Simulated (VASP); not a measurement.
# Zr4B (P6/mmm) in VASP: further runs, part 2 of 2

VASP 6.6.1. The steps go on from the part before.

## Step 3: Single point, PBE

This run uses another cell than the first one, of 31.96 Å³/atom.

File INCAR:

```
ALGO     = Fast           # electronic algorithm
EDIFF    = 1E-6           # SCF threshold, eV
ENCUT    = 520            # plane-wave cutoff, eV
GGA      = PE             # functional
ISIF     = 2              # what is computed and relaxed
ISMEAR   = 0              # smearing method
LASPH    = T              # aspherical terms in the spheres
LCHARG   = F              # write CHGCAR
LREAL    = F              # projectors in reciprocal space
LWAVE    = F              # write WAVECAR
NBANDS   = 34             # bands
NELM     = 100            # most SCF steps
PREC     = Accurate       # precision mode
SIGMA    = 0.1            # smearing width, eV
```

File KPOINTS:

```
k-points
0
Gamma
  12 12 6
```

File POSCAR:

```
Zr4B
1.0
    4.8852543850      0.0000000000      0.0000000000
   -2.4426271925      4.2307544014      0.0000000000
    0.0000000000      0.0000000000      7.7307323811
Zr B
4 1
Direct
    0.0000000000      0.0000000000      0.8082904940
    0.0000000000      0.0000000000      0.1917095060
    0.3333333333      0.6666666667      0.0000000000
    0.6666666667      0.3333333333      0.0000000000
    0.0000000000      0.0000000000      0.5000000000
```

Potentials or basis: VASP PAW PBE potentials, release 64 (Zr_sv, B).

Run with:

```console
cat potpaw_PBE.64/Zr_sv/POTCAR potpaw_PBE.64/B/POTCAR > POTCAR
mpirun -np 1 vasp_std > vasp.out
```

OUTCAR:

```text
EDIFF = 1E-6
   ENCUT = 520
   GGA = PE
   ISIF = 2
   ISMEAR = 0
   LASPH = T
   LREAL = F
   NELM = 100
   PREC = Accurate

 ion  position               nearest neighbor table
   1  0.000  0.000  0.808-   5 2.38   2 2.96   4 3.19   3 3.19   4 3.19   3 3.19   4 3.19   3 3.19

   2  0.000  0.000  0.192-   5 2.38   1 2.96   4 3.19   3 3.19   4 3.19   3 3.19   4 3.19   3 3.19

   3  0.333  0.667  0.000-   4 2.82   4 2.82   4 2.82   1 3.19   2 3.19   2 3.19   1 3.19   2 3.19
                             1 3.19
   4  0.667  0.333  0.000-   3 2.82   3 2.82   3 2.82   1 3.19   2 3.19   1 3.19   2 3.19   1 3.19
                             2 3.19
   5  0.000  0.000  0.500-   1 2.38   2 2.38

  LATTYP: Found a hexagonal cell.
 ALAT       =     4.8852543850
 C/A-ratio  =     1.5824626052

  Lattice vectors:

 A1 = (   4.8852543850,   0.0000000000,   0.0000000000)
 A2 = (  -2.4426271925,   4.2307544014,   0.0000000000)
 A3 = (   0.0000000000,   0.0000000000,   7.7307323811)

Analysis of symmetry for initial positions (statically):
=====================================================================
 Subroutine PRICEL returns:
 Original cell was already a primitive cell.

 Routine SETGRP: Setting up the symmetry group for a
 hexagonal supercell.

 Subroutine GETGRP returns: Found 24 space group operations
 (whereof 24 operations were pure point group operations)
 out of a pool of 24 trial point group operations.

The static configuration has the point symmetry D_6h.

Analysis of symmetry for dynamics (positions and initial velocities):
=====================================================================
 Subroutine PRICEL returns:
 Original cell was already a primitive cell.

 Routine SETGRP: Setting up the symmetry group for a
 hexagonal supercell.

 Subroutine GETGRP returns: Found 24 space group operations
 (whereof 24 operations were pure point group operations)
 out of a pool of 24 trial point group operations.

The dynamic configuration has the point symmetry D_6h.

 Subroutine INISYM returns: Found 24 space group operations
 (whereof 24 operations are pure point group operations),
 and found     1 'primitive' translations

----------------------------------------------------------------------------------------

                                     Primitive cell

  volume of cell :     159.7812

  direct lattice vectors                    reciprocal lattice vectors
     4.885254385  0.000000000  0.000000000     0.204697631  0.118182232  0.000000000
    -2.442627192  4.230754401  0.000000000     0.000000000  0.236364465  0.000000000
     0.000000000  0.000000000  7.730732381     0.000000000  0.000000000  0.129353850

  length of vectors
     4.885254385  4.885254385  7.730732381     0.236364465  0.236364465  0.129353850

  position of ions in fractional coordinates (direct lattice)
     0.000000000  0.000000000  0.808290494
     0.000000000  0.000000000  0.191709506
     0.333333333  0.666666667  0.000000000
     0.666666667  0.333333333  0.000000000
     0.000000000  0.000000000  0.500000000

[... 30 lines left out ...]
 ===========================================

 Found     76 irreducible k-points:

 Following reciprocal coordinates:
            Coordinates               Weight
  0.000000  0.000000  0.000000      1.000000
  0.083333 -0.000000  0.000000      6.000000
  0.166667  0.000000  0.000000      6.000000
  0.250000 -0.000000  0.000000      6.000000
  0.333333 -0.000000  0.000000      6.000000
  0.416667 -0.000000  0.000000      6.000000
[... 16 lines left out ...]
  0.250000 -0.000000  0.166667     12.000000
  0.333333 -0.000000  0.166667     12.000000
 [... further k-points ...]
   k-points           NKPTS =     76   k-points in BZ     NKDIM =     76   number of bands    NBANDS=     34
   number of dos      NEDOS =    301   number of ions     NIONS =      5
   total plane-waves  NPLWV =  77760
   dimension x,y,z NGX =    36 NGY =   36 NGZ =   60
   dimension x,y,z NGXF=    72 NGYF=   72 NGZF=  120
   ions per type =               4   1
   NGX,Y,Z   is equivalent  to a cutoff of  12.25, 12.25, 12.90 a.u.
   NGXF,Y,Z  is equivalent  to a cutoff of  24.50, 24.50, 25.81 a.u.
 SYSTEM =  unknown system
   PREC   = accura    normal or accurate (medium, high low for compatibility)
   ISTART =      0    job   : 0-new  1-cont  2-samecut
   ICHARG =      2    charge: 1-file 2-atom 10-const
   ISPIN  =      1    spin polarized calculation?
   LNONCOLLINEAR =      F non collinear calculations
   LSORBIT =      F    spin-orbit coupling
   LASPH  =      T    aspherical Exc in radial PAW
   ENCUT  =  520.0 eV  38.22 Ry    6.18 a.u.   9.08  9.08 14.37*2*pi/ulx,y,z
   NELM   =    100;   NELMIN=  2; NELMDL= -5     # of ELM steps
   EDIFF  = 0.1E-05   stopping-criterion for ELM
   LREAL  =      F    real-space projection
   EDIFFG = 0.1E-04   stopping-criterion for IOM
   NSW    =      0    number of steps for IOM
   IBRION =     -1    ionic relax: 0-MD 1-quasi-New 2-CG
   NFREE  =      0    steps in history (QN), initial steepest desc. (CG)
   ISIF   =      2    stress and relaxation
   ISYM   =      2    0-nonsym 1-usesym 2-fastsym
   POTIM  = 0.5000    time-step for ionic-motion
   TEBEG  =    0.0;   TEEND  =   0.0 temperature during run
   PSTRESS=    0.0 pullay stress
   NELECT =      51.0000    total number of electrons
   NUPDOWN=      -1.0000    fix difference up-down
   EMIN   =  10.00;   EMAX   =-10.00  energy-range for DOS
   EFERMI =   0.00;   METHOD = LEGACY
   ISMEAR =     0;   SIGMA  =   0.10  broadening in eV -4-tet -1-fermi 0-gaus
   EFERMI_NEDOS =   21; number of points for ismear=-14 and -15
   IALGO  =     68    algorithm
   IMIX   =      4    mixing-type and parameters
     AMIX     =   0.40;   BMIX     =  1.00
     AMIX_MAG =   1.60;   BMIX_MAG =  1.00
  volume/ion in A,a.u.               =      31.96       215.65
  Fermi-wavevector in a.u.,A,eV,Ry     =   1.118810  2.114244 17.030900  1.251736
  Thomas-Fermi vector in A             =   2.255444
   LORBIT       =      0    0 simple, 1 ext, 2 COOP (PROOUT), +10 PAW based schemes
   GGA     = PE    functional components
   LHFCALC =     F    Hartree Fock is set to
   AEXX    =    0.0000 exact exchange contribution
   IVDW    =     0    specifies the selected vdW correction
   LEPSILON=     F    determine dielectric tensor
   LRPA    =     F    only Hartree local field effects (RPA)
 non-spin polarized calculation
 RMM-DIIS sequential band-by-band and
 Gauss-broadening in eV      SIGMA  =   0.10
  energy-cutoff  :      520.00
  volume of cell :      159.78
 maximum number of plane-waves:      4353
   NGX = 19   NGY = 19   NGZ = 29

 number of electron      51.0000000 magnetization

 Free energy of the ion-electron system (eV)
  ---------------------------------------------------
  ext. energy  EPLUGINS =         0.00000000
  ---------------------------------------------------
  free energy    TOTEN  =       -34.26539411 eV

  energy without entropy =      -34.24551609  energy(sigma->0) =      -34.25545510

 E-fermi :   3.8648     XC(G=0):  -8.5816

 val. band max:        3.8563024847   @ k =   0.4167   0.1667   0.3333
 cond. band min:       3.8973043265   @ k =   0.3333   0.0833   0.3333
 fundamental gap:      0.0410018419
 Fermi energy:         3.8647913383

 k-point     1 :       0.0000    0.0000    0.0000
  band No.  band energies     occupation
      1     -45.0035      2.00000
      2     -44.9302      2.00000
      3     -44.6744      2.00000
      4     -44.4002      2.00000
      5     -23.1770      2.00000
      6     -23.1770      2.00000
[... 877 lines left out ...]
     33       5.6189      0.00000
     34       6.1169      0.00000

 [... further k-points ...]

------------------------ aborting loop because EDIFF is reached ----------------------------------------

  FORCE on cell =-STRESS in cart. coord.  units (eV):
  Direction    XX          YY          ZZ          XY          YZ          ZX
  --------------------------------------------------------------------------------------
  -------------------------------------------------------------------------------------
  Total        0.0434961      0.0434961     -0.0311108      0.0000000     -0.0000000     -0.0000000
  in kB        0.4361492      0.4361492     -0.3119577      0.0000000     -0.0000000     -0.0000000
  external PRESSURE =       0.1867803 kB  Pullay stress =       0.0000000 kB

 VOLUME and BASIS-vectors are now :
 -----------------------------------------------------------------------------
  energy-cutoff  :      520.00
  volume of cell :      159.78
      direct lattice vectors                 reciprocal lattice vectors
     4.885254385  0.000000000  0.000000000     0.204697631  0.118182232  0.000000000
    -2.442627192  4.230754401  0.000000000     0.000000000  0.236364465  0.000000000
     0.000000000  0.000000000  7.730732381     0.000000000  0.000000000  0.129353850

 POSITION                                       TOTAL-FORCE (eV/Angst)
 -----------------------------------------------------------------------------------
      0.00000      0.00000      6.24868        -0.000000      0.000000      0.001874
      0.00000      0.00000      1.48205        -0.000000      0.000000     -0.001874
     -0.00000      2.82050      0.00000        -0.000000     -0.000000      0.000000
      2.44263      1.41025      0.00000         0.000000     -0.000000     -0.000000
      0.00000      0.00000      3.86537        -0.000000      0.000000     -0.000000
 -----------------------------------------------------------------------------------
    total drift:                               -0.000000      0.000000      0.000000

  FREE ENERGIE OF THE ION-ELECTRON SYSTEM (eV)
  ---------------------------------------------------
  free  energy   TOTEN  =       -34.2653941107 eV

  energy  without entropy=      -34.2455160921  energy(sigma->0) =      -34.25545510
```

It took 27 min on 1 thread of Intel Xeon 8259CL, shared host; peak memory 0.48 GiB.

What came out:

| Quantity | Value |
| --- | --- |
| Free energy | -34.2654 eV |
| Pressure | 0.0 GPa |
| Band gap on the k mesh | zero (an odd number of electrons rules out a gap without spin polarisation) |

Levels at points of the mesh, in eV from the Fermi level:
```tsv
k point	band 23	band 24	band 25	band 26	band 27	band 28
(0.00, 0.00, 0.00)	-1.31	-1.30	-0.27	0.22	0.22	1.01
(0.50, 0.00, 0.00)	-1.12	-0.62	-0.43	0.46	0.55	0.64
(0.00, 0.00, 0.50)	-1.35	-0.99	-0.52	0.25	0.25	0.48
(0.50, 0.00, 0.50)	-0.75	-0.62	-0.59	-0.07	0.30	0.56
```
